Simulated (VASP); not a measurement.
Set up this calculation in VASP 6.6.1, as the native input.

```yaml
Task: single point
Functional: PBE
Potentials_or_basis: VASP PAW PBE potentials, release 64 (Si, Ge_d)
Cutoff: 520 eV
k_mesh: 6 × 6 × 2
Occupations: gaussian, width 0.01 eV
Spin: no spin polarisation
Dipole_correction: no
Further_INCAR_settings: ALGO = Normal; EDIFF = 1e-06; NBANDS = 46
```

The structure of SiGe5 lies in POSCAR:

```
SiGe5
1.0
    4.0337014417      0.0000000000      0.0000000000
   -2.0168507209      3.4932879198      0.0000000000
    0.0000000000      0.0000000000      9.8813366529
Si Ge
1 5
Direct
    0.0000000000      0.0000000000      0.0001388545
    0.6666666667      0.3333333333      0.6685092886
    0.3333333333      0.6666666667      0.3313839632
    0.6666666667      0.3333333333      0.9211499591
    0.3333333333      0.6666666667      0.5831655750
    0.0000000000      0.0000000000      0.2456523596
```

The input as run:

INCAR

```
SYSTEM = SiGe5
PREC = Accurate
ENCUT = 520
EDIFF = 1E-6
ISMEAR = 0
SIGMA = 0.01
LREAL = .FALSE.
LASPH = .TRUE.
NELM = 80
ALGO = Normal
ISIF = 2
LWAVE = .FALSE.
LCHARG = .TRUE.
GGA = PE
LELF = .TRUE.
LVHAR = .TRUE.
NBANDS = 46
```

KPOINTS

```
regular mesh
0
G
  6 6 2
  0 0 0
```

Potentials or basis: VASP PAW PBE potentials, release 64 (Si, Ge_d).

Run with:

```sh
$ cat potpaw_PBE.64/Si/POTCAR potpaw_PBE.64/Ge_d/POTCAR > POTCAR
$ mpirun -np 1 vasp_std > vasp.out
```

Results of the run:

```json
{
 "Pressure": "-0.1 GPa",
 "Largest force": "0.019 eV/Å",
 "Band gap on the k mesh": "0.05 eV"
}
```

Wall time 44 s on 1 thread of Intel(R) Xeon(R) 6975P-C (Granite Rapids), with other jobs on the host, peak memory 0.28 GiB.
